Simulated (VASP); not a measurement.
The system is Nb2Br.

```
CELL_PARAMETERS angstrom
1.82404 1.05311 5.50906
-1.82404 1.05311 5.50906
0.00000 -2.10622 5.50906
ATOMIC_POSITIONS crystal
Nb 0.75000 0.75000 0.75000
Nb 0.25000 0.25000 0.25000
Br 0.00000 0.00000 0.00000
```

| Quantity | Value |
| --- | --- |
| Program | VASP 6.6.1 |
| Task | relaxation of cell and atoms |
| Functional | PBE |
| Potentials or basis | VASP PAW PBE potentials, release 64 (Nb_sv, Br) |
| Cutoff | 600 eV |
| k mesh | 6 × 6 × 6 |
| Occupations | gaussian, width 0.1 eV |
| Spin | no spin polarisation |

At the start: pressure -3.7 GPa; volume 21.16 Å³/atom.

Where does the relaxation end?

Over 18 steps the energy falls by 997.0 meV/atom and the volume is 20.20 Å³/atom (-4.6 %); space group R-3m (No. 166, to 0.05 Å).

Step by step:
```
step  energy change (eV)  largest force (eV/Å)  pressure (GPa)  volume (Å³)
   1              0.0000                1.5762           -3.72        63.49
   2             -0.3258                1.9035            2.46        59.05
   3             -0.2659                1.5792           20.23        52.68
   4             -0.3919                2.0164            8.37        56.41
   5             -0.5698                1.9196            7.20        56.59
   6             -0.8283                1.0051            7.05        57.10
   7             -0.8650                0.7332            7.43        57.28
   8             -1.1830                0.5773            2.29        60.11
   9             -1.5705                1.2231           -4.73        68.47
  10             -1.9251                1.5358           -5.51        69.26
  11             -2.4323                2.6611           -4.84        70.43
  12             -2.7700                1.2318           -4.92        67.48
  13             -2.8758                0.1102           -4.76        65.17
  14             -2.8792                0.0746           -4.68        64.72
  15             -2.9597                0.4899            0.70        61.11
  16             -2.9606                0.5510            1.33        60.74
  17             -2.9855                0.2289            0.64        60.66
  18             -2.9911                0.0110            0.19        60.60
```

Final structure:
```
CELL_PARAMETERS angstrom
1.65060 0.95297 6.42044
-1.65060 0.95297 6.42044
0.00000 -1.90595 6.42044
ATOMIC_POSITIONS crystal
Nb 0.78413 0.78413 0.78413
Nb 0.21587 0.21587 0.21587
Br 0.00000 0.00000 0.00000
```

Caveat: an odd number of electrons without spin polarisation forces a metal; a magnetic or distorted state may lie lower.
